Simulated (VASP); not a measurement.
Here is a VASP 6.6.1 calculation.

Contents of INCAR:

```
PREC = Accurate ; ENCUT = 520
EDIFF = 1E-6 ; ISMEAR = 0
SIGMA = 0.02 ; LREAL = False
LASPH = True ; NELM = 60
ALGO = Normal ; ISIF = 2
LWAVE = False ; LCHARG = False
GGA = PE ; IVDW = 12
NBANDS = 35
```

File KPOINTS:

```
regular mesh
0
Gamma
  12 12 4
```

Contents of POSCAR:

```
MoS2
1.0
    3.1808119164      0.0000000000      0.0000000000
   -1.5904059582      2.7546639242      0.0000000000
    0.0000000000      0.0000000000     12.2145751160
Mo S
2 4
Direct
    0.6666666667      0.3333333333      0.2496133065
    0.3333333333      0.6666666667      0.7503866935
    0.3333333333      0.6666666667      0.3770866819
    0.6666666667      0.3333333333      0.8778544362
    0.3333333333      0.6666666667      0.1221455638
    0.6666666667      0.3333333333      0.6229133181
```

Potentials or basis: VASP PAW PBE potentials, release 64 (Mo_sv, S).

The run is started by

```bash
$ cat potpaw_PBE.64/Mo_sv/POTCAR potpaw_PBE.64/S/POTCAR > POTCAR
$ mpirun -np 1 vasp_std > vasp.out
```

(1) Estimate the dispersion energy per atom.

(2) What does it give for the largest force?

Answers

(1) -0.424 eV.

(2) 0.013 eV/Å.
